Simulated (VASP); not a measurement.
Crystal: IrO2.

```
Ir O
1.0
     4.49900    0.00000    0.00000
     0.00000    4.49900    0.00000
     0.00000    0.00000    3.14600
Ir O
2 4
Direct
  0.00000 0.00000 0.00000
  0.50000 0.50000 0.50000
  0.31100 0.31100 0.00000
  0.18900 0.81100 0.50000
  0.68900 0.68900 0.00000
  0.81100 0.18900 0.50000
```

```yaml
Program: VASP 6.6.1
Task: relaxation of cell and atoms
Functional: PBEsol
Potentials_or_basis: VASP PAW PBE potentials, release 64 (Ir, O)
Cutoff: 600 eV
k_mesh: 8 × 8 × 12
Occupations: gaussian, width 0.1 eV
Spin: no spin polarisation
```

At the start: pressure 0.8 GPa; volume 10.61 Å³/atom.

How do energy, volume and symmetry change on relaxing?

Over 8 steps the energy falls by 4.2 meV/atom and the volume is 10.60 Å³/atom (-0.1 %); space group P4_2/mnm (No. 136, to 0.05 Å).

The path:
```csv
step,energy change (eV),largest force (eV/Å),pressure (GPa),volume (Å³)
1,0.0000,0.5892,0.77,63.68
2,0.0247,0.7345,-3.28,64.13
3,-0.0238,0.0466,-1.24,63.87
4,-0.0226,0.0578,1.83,63.22
5,-0.0250,0.0047,0.01,63.60
6,-0.0250,0.0092,0.03,63.60
7,-0.0250,0.0101,0.03,63.60
8,-0.0250,0.0038,-0.05,63.62
```

Final structure:
```yaml
crystal:
  lattice:
    - [4.48413, 0.00000, 0.00000]
    - [0.00000, 4.48413, 0.00000]
    - [0.00000, 0.00000, 3.16415]
  atoms:
    - { symbol: Ir, position: [0.00000, 0.00000, 0.00000] }
    - { symbol: Ir, position: [0.50000, 0.50000, 0.50000] }
    - { symbol: O, position: [0.30885, 0.30885, 0.00000] }
    - { symbol: O, position: [0.19115, 0.80885, 0.50000] }
    - { symbol: O, position: [0.69115, 0.69115, 0.00000] }
    - { symbol: O, position: [0.80885, 0.19115, 0.50000] }
```

Caveat: the PAW data sets were made with another functional, which shifts forces and pressure a little.
